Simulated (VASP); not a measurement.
MnSb: single point with PBEsol

Crystal: MnSb.

```xyz
4
Lattice="4.1500 0.0000 0.0000 -2.0750 3.5940 0.0000 0.0000 0.0000 5.7800" Properties=species:S:1:pos:R:3 pbc="T T T"
Mn    0.0000    0.0000    0.0000
Mn    0.0000    0.0000    2.8900
Sb    0.0000    2.3960    1.4450
Sb    2.0750    1.1980    4.3350
```

```
Program                : VASP 6.6.1
Task                   : single point
Functional             : PBEsol
Potentials or basis    : VASP PAW PBE potentials, release 64 (Mn_pv, Sb)
Cutoff                 : 520 eV
k mesh                 : 9 × 9 × 6
Occupations            : fermi-dirac, width 0.1 eV
Spin                   : collinear spin, ferromagnetic start
Starting moments       : [3.83, 3.83, 0.0, 0.0] μB
Fixed moment           : 7.66 μB
Dipole correction      : no
Further INCAR settings : ALGO = Normal; EDIFF = 1e-07; NBANDS = 30
```

- Pressure: -3.2 GPa
- Net moment: 7.66 μB per cell
- Site moments: Mn +3.67; Sb -0.06 μB
- Valence electrons inside the program's atomic spheres: Mn 11.50; Sb 2.46

Stress tensor (GPa, compression positive):
```
-3.16  0.00  0.00
 0.00 -3.16  0.00
 0.00  0.00 -3.35
```

Run time: 2.7 min on 1 thread of Intel(R) Xeon(R) Platinum 8488C (Sapphire Rapids), with other jobs on the host, peak memory 0.36 GiB.

Caveat: the PAW data sets were made with another functional, which shifts forces and pressure a little; the total moment is fixed, so each spin has its own Fermi level; only a ferromagnetic start was run, and an antiferromagnetic order may lie lower in energy.
